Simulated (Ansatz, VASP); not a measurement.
# Two plane-wave programs on SF6

```
S F
1.0
     5.47220    0.00000    0.00000
    -1.82407    5.15924    0.00000
     0.00000    0.00000   25.62803
S F
1 6
Cartesian
  3.4564 3.3483 16.7714
  2.5296 3.8197 15.5448
  4.3745 2.8816 17.9891
  2.4715 2.1190 17.0395
  4.4388 4.5770 16.4902
  2.5985 4.2588 17.7628
  4.3122 2.4380 15.7709
```

Alike in both runs: task single point; functional PBE; dispersion D3(BJ); k mesh 4 × 4 × 1; occupations gaussian, width 0.1 eV; no spin polarisation.

|  | VASP | Ansatz |
| --- | --- | --- |
| version | VASP 6.6.1 | Ansatz 0.2.0 |
| potentials or method | VASP PAW PBE potentials, release 64 (S, F), cutoff 520 eV | scalar-relativistic, plane waves, PAW |
| valence electrons in the cell | 48 | 48 |

|  | VASP | Ansatz | Ansatz less VASP |
| --- | --- | --- | --- |
| gap on the k mesh at the Fermi level (eV) | 6.19 | 6.27 | +0.082 |
| rms of the force components (eV/Å) | 0.101 | 0.124 | +0.0230 |

Atom by atom the forces differ by 0.066 eV/Å (rms over components).
